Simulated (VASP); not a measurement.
WC, 2 atoms in the cell. Symmetry: Fm-3m, No. 225, cubic system. The conventional cell has a = 4.385 Å, b = 4.385 Å, c = 4.385 Å, α = 90.00°, β = 90.00°, γ = 90.00°. Within 2.9 Å of W (site symmetry m-3m) lie 6 C at 2.19 Å. C (site symmetry m-3m) has 6 W at 2.19 Å within 2.9 Å. 

```yaml
Program: VASP 6.6.1
Task: single point
Functional: PBE0
Potentials_or_basis: VASP PAW PBE potentials, release 64 (W_sv, C)
Cutoff: 520 eV
k_mesh: 6 × 6 × 6
Occupations: fermi-dirac, width 0.05 eV
Spin: no spin polarisation
Dipole_correction: no
Grid_for_exact_exchange_PRECFOCK: Normal
Further_INCAR_settings: ALGO = Normal; EDIFF = 1e-06; NBANDS = 16
```

Potentials or basis: VASP PAW PBE potentials, release 64 (W_sv, C).

Launch:

```bash
$ cat potpaw_PBE.64/W_sv/POTCAR potpaw_PBE.64/C/POTCAR > POTCAR
$ cp INCAR.step1 INCAR
$ mpirun -np 1 vasp_std > vasp.out
$ cp INCAR.step2 INCAR
$ mpirun -np 1 vasp_std > vasp.out
```

Hardware: 1 thread of Oxide Virtual Turin-like Processor, with other jobs on the host.

How long does it take, and how much memory?

It took 26 min on 1 thread of Oxide Virtual Turin-like Processor (shared host), peak memory 0.12 GiB. Counts: k points 16.
